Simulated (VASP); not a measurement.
Here is a VASP 6.6.1 calculation.

The input INCAR:

```
SYSTEM = TaBr4F
PREC = Accurate
ENCUT = 600
EDIFF = 1E-6
ISMEAR = 0
SIGMA = 0.1
LREAL = .False.
LASPH = .True.
NELM = 150
ALGO = Normal
ISIF = 3
LWAVE = .False.
LCHARG = .False.
ISPIN = 2
MAGMOM = 2.46 0 0 0 0 0
LORBIT = 11
LMAXMIX = 4
GGA = PE
IBRION = 2
NSW = 100
EDIFFG = -0.01
KPAR = 2
```

The input KPOINTS:

```
regular mesh
0
Gamma
  8 8 8
  0 0 0
```

The input POSCAR:

```
TaBr4F
1.0
    0.0000000000      4.1653961936      4.1653961936
    4.1653961936      0.0000000000      4.1653961936
    4.1653961936      4.1653961936      0.0000000000
Ta Br F
1 4 1
Direct
    0.2500000000      0.2500000000      0.2500000000
    0.6246588030      0.6246588030      0.1260235910
    0.6246588030      0.1260235910      0.6246588030
    0.1260235910      0.6246588030      0.6246588030
    0.6246588030      0.6246588030      0.6246588030
    0.0000000000      0.0000000000      0.0000000000
```

Potentials or basis: VASP PAW PBE potentials, release 64 (Ta_pv, Br, F).

The run is started by

```bash
$ cat potpaw_PBE.64/Ta_pv/POTCAR potpaw_PBE.64/Br/POTCAR potpaw_PBE.64/F/POTCAR > POTCAR
$ mpirun -np 2 vasp_std > vasp.out
```

(1) What does it give for the band gap on the k mesh?

(2) What does it give for the relaxed volume?

Answers

(1) zero (filled and empty bands overlap).

(2) 23.62 Å³/atom.

Caveat: spin-orbit coupling is left out, which moves the levels of the heavy elements.
